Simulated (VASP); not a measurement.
**CuPd (Skaergaardite): single point with LDA**

CuPd (Skaergaardite):

```xyz
2
Lattice="2.9296 0.0000 0.0000 0.0000 2.9296 0.0000 0.0000 0.0000 2.9296" Properties=species:S:1:pos:R:3 pbc="T T T"
Cu    0.0000    0.0000    0.0000
Pd    1.4648    1.4648    1.4648
```

| Quantity | Value |
| --- | --- |
| Program | VASP 6.6.1 |
| Task | single point |
| Functional | LDA |
| Potentials or basis | VASP PAW LDA potentials, release 64 (Cu, Pd) |
| Cutoff | 520 eV |
| k mesh | 14 × 14 × 14 |
| Occupations | gaussian, width 0.1 eV |
| Spin | no spin polarisation |
| Dipole correction | no |
| Further INCAR settings | ALGO = Normal; EDIFF = 1e-06; NBANDS = 18 |

```json
{
 "Pressure": "0.6 GPa"
}
```

Levels at points of the mesh, in eV from the Fermi level:
```csv
k point,band 8,band 9,band 10,band 11,band 12,band 13
"(0.00, 0.00, 0.00)",-1.18,-0.10,-0.10,-0.10,9.16,9.16
"(0.50, 0.00, 0.00)",-2.15,-1.76,-1.05,-0.65,1.24,14.99
"(0.50, 0.50, 0.00)",-0.20,0.06,0.06,0.77,0.77,7.27
"(0.50, 0.50, 0.50)",-1.34,-0.14,-0.14,6.65,8.22,8.22
```

Run time: 24 s on 1 thread of AMD EPYC 9R45 96-Core Processor (Zen 5), with other jobs on the host, peak memory 0.14 GiB.
